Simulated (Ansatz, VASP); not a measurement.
CsMn in VASP and in Ansatz

```
Cs Mn
1.0
     4.56927    0.00000    0.00000
     0.00000    4.56927    0.00000
     0.00000    0.00000    4.56927
Cs Mn
1 1
Cartesian
  0.0000 0.0000 0.0000
  2.2846 2.2846 2.2846
```

Alike in both runs: functional PBE; k mesh 4 × 4 × 4; occupations gaussian, width 0.1 eV; collinear spin.

Ansatz relaxed the structure, and its values are those at the end. VASP's run is a single point on that final structure, the one shown.

|  | VASP | Ansatz |
| --- | --- | --- |
| version | VASP 6.6.1 | Ansatz 0.2.0 |
| potentials or method | VASP PAW PBE potentials, release 64 (Cs_sv, Mn_sv), cutoff 680 eV | scalar-relativistic, plane waves, PAW |
| valence electrons in the cell | 24 | 24 |

|  | VASP | Ansatz | Ansatz less VASP |
| --- | --- | --- | --- |
| gap on the k mesh at the Fermi level (eV) | none | none | - |
| pressure (GPa) | -0.1 | 0.0 | +0.06 |
| net moment per atom (μB) | 2.27 | 2.26 | -0.003 |
| size of the moment on the site where the two differ most (μB) | 4.04 | 4.59 | +0.554 |

Site moments also hang on the region over which each program counts them. A gap of «none» marks a metal or a gap that the smearing closes.

Neither program's run includes spin-orbit coupling.
